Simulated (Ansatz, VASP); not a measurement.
One calculation of RhO, two programs

File INCAR:

```
ALGO = Normal
EDIFF = 1E-6
ENCUT = 520
GGA = PE
ISIF = 2
ISMEAR = 0
LASPH = True
LCHARG = True
LELF = True
LREAL = False
LVHAR = True
LWAVE = False
NBANDS = 52
NELM = 80
PREC = Accurate
SIGMA = 0.1
```

Contents of KPOINTS:

```
k-points
0
Gamma
  8 4 4
```

The input POSCAR:

```
RhO
1.0
   -2.7603672915      0.0000000000      0.0000000000
    0.0000000000      0.0000000000     -5.5198685152
    0.0000000000     -5.5207345830      0.0000000000
Rh O
4 4
Direct
    0.5000000000      0.7500000000      0.7500000000
    0.5000000000      0.2500000000      0.7500000000
    0.5000000000      0.7500000000      0.2500000000
    0.5000000000      0.2500000000      0.2500000000
    0.0000000000      0.0000000000      0.0000000000
    0.0000000000      0.5000000000      0.0000000000
    0.0000000000      0.0000000000      0.5000000000
    0.0000000000      0.5000000000      0.5000000000
```

Input for Ansatz:

```yaml
crystal:
  lattice:
    - [-2.7603672915, 0.0, 0.0]
    - [0.0, 0.0, -5.5198685152]
    - [0.0, -5.520734583, 0.0]
  atoms:
    - { symbol: Rh, position: [0.5, 0.75, 0.75] }
    - { symbol: Rh, position: [0.5, 0.25, 0.75] }
    - { symbol: Rh, position: [0.5, 0.75, 0.25] }
    - { symbol: Rh, position: [0.5, 0.25, 0.25] }
    - { symbol: O, position: [0.0, 0.0, 0.0] }
    - { symbol: O, position: [0.0, 0.5, 0.0] }
    - { symbol: O, position: [0.0, 0.0, 0.5] }
    - { symbol: O, position: [0.0, 0.5, 0.5] }
basis:
  ecutwfc: 420
kpoints:
  mp_grid: { grid: [8, 4, 4] }
hamiltonian:
  xc: pbe
scf:
  occupations: { method: gaussian, width: 0.1 }
output:
  forces: true
  stress: true
  eigenvalues: true
```

Alike in both runs: task single point; functional PBE; k mesh 8 × 4 × 4; occupations gaussian, width 0.1 eV; no spin polarisation.

```csv
,VASP,Ansatz
version,VASP 6.6.1,Ansatz 0.2.0
potentials or method,"VASP PAW PBE potentials, release 64 (Rh_pv, O), cutoff 520 eV","scalar-relativistic, plane waves, PAW"
valence electrons in the cell,84,92
```

```tsv
	VASP	Ansatz	Ansatz less VASP
gap on the k mesh at the Fermi level (eV)	none	none	-
pressure (GPa)	0.0	0.0	+0.05
```

A gap of «none» marks a metal or a gap that the smearing closes. With one functional, cell and mesh, what is left measures potentials, basis and numerics. VASP's potentials hold 84 valence electrons a cell and Ansatz's 92, so a difference there can come from the potentials and not from the codes.
